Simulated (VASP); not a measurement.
Input of a VASP 6.6.1 run:

INCAR

```
SYSTEM = La2O3
PREC = Accurate
ENCUT = 520
EDIFF = 1E-6
ISMEAR = 0
SIGMA = 0.01
LREAL = .False.
LASPH = .True.
NELM = 80
ALGO = Normal
ISIF = 2
LWAVE = .False.
LCHARG = .True.
GGA = RP
LELF = .True.
LVHAR = .True.
NBANDS = 28
```

The input KPOINTS:

```
regular mesh
0
Gamma
  6 6 4
  0 0 0
```

Contents of POSCAR:

```
La2O3
1.0
    3.9307778800      0.0000000000      0.0000000000
   -1.9653889400      3.4041535000      0.0000000000
    0.0000000000      0.0000000000      6.1119535200
La O
2 3
Direct
    0.6666666698      0.3333333294      0.7537643202
    0.3333333302      0.6666666706      0.2462356798
    0.6666666698      0.3333333294      0.3541093503
    0.3333333302      0.6666666706      0.6458906497
    0.0000000000      0.0000000000      0.0000000000
```

Potentials or basis: VASP PAW PBE potentials, release 64 (La, O).

Command:

```bash
$ cat potpaw_PBE.64/La/POTCAR potpaw_PBE.64/O/POTCAR > POTCAR
$ mpirun -np 1 vasp_std > vasp.out
```

(1) Predict the band gap on the k mesh.

(2) Predict the pressure.

(3) Estimate the largest force.

## Answers

(1) 3.92 eV (least direct gap 4.09 eV).

(2) 4.7 GPa.

(3) 0.040 eV/Å.

Caveat: the cell stands under pressure; the PAW data sets were made with another functional, which shifts forces and pressure a little; spin-orbit coupling is left out, which moves the levels of the heavy elements.
